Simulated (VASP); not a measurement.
Runs of VASP 6.6.1 on ZnReH. The structure is that of space group P4/mmm (No. 123), or close to it. The cells are those of the table. The cell was built from a structure type or drawn by symmetry, and may not be a known phase.

```csv
task,spin,cell,cutoff (eV),gap on the mesh (eV),pressure (GPa)
single point,off,"a = 3.041, b = 3.041, c = 4.558 Å, 3 atoms",520,none,-1.0
relaxation of cell and atoms,off,"relaxed from a = 3.041, b = 3.041, c = 4.558 Å, 3 atoms",600,none,0.0
single point,off,"a = 2.728, b = 2.728, c = 5.145 Å, 3 atoms",520,none,0.1
single point,collinear,"a = 2.728, b = 2.728, c = 5.145 Å, 3 atoms",520,none,(a)
```

Alike in all rows: level PBE; potentials or basis VASP PAW PBE potentials, release 64 (Zn, Re, H); k mesh 6 × 6 × 4; smearing gaussian 0.1 eV.

Fill in the values left out.

(a) 1.1.

Caveats: some runs use coarse meshes; spin-orbit coupling is left out, which moves the levels of the heavy elements.

A k mesh can miss the band edges, and the runs leave out spin-orbit coupling on Re.

A gap of «none» marks levels without a gap at the run's occupations.
